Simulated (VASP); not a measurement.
A run of VASP 6.6.1:

Contents of INCAR:

```
SYSTEM = RbBr
PREC = Accurate ; ENCUT = 520
EDIFF = 1E-6 ; ISMEAR = 0
SIGMA = 0.05 ; LREAL = .False.
LASPH = .True. ; NELM = 100
ALGO = Normal ; ISIF = 2
LWAVE = .False. ; LCHARG = .True.
GGA = PE ; LELF = .True.
LVHAR = .True. ; NBANDS = 15
```

Contents of KPOINTS:

```
Automatic mesh
0
Gamma
  6 6 6
  0 0 0
```

File POSCAR:

```
RbBr
1.0
    3.9610342080      0.0000000000      0.0000000000
    0.0000000000      3.9610342080      0.0000000000
    0.0000000000      0.0000000000      3.7959911160
Rb Br
1 1
Direct
    0.0000000000      0.0000000000      0.0000000000
    0.5000000000      0.5000000000      0.5000000000
```

Potentials or basis: VASP PAW PBE potentials, release 64 (Rb_sv, Br).

The run is started by

```console
$ cat potpaw_PBE.64/Rb_sv/POTCAR potpaw_PBE.64/Br/POTCAR > POTCAR
$ mpirun -np 1 vasp_std > vasp.out
```

Hardware: 1 thread of Intel(R) Xeon(R) Platinum 8375C CPU @ 2.90GHz (Ice Lake) (shared host).

**Question.** Estimate the wall time of this run.

**Answer.** Run time: 26 s on 1 thread of Intel(R) Xeon(R) Platinum 8375C CPU @ 2.90GHz (Ice Lake), on a shared host, peak memory 0.18 GiB. Counts: scf iterations 13, k points 40.
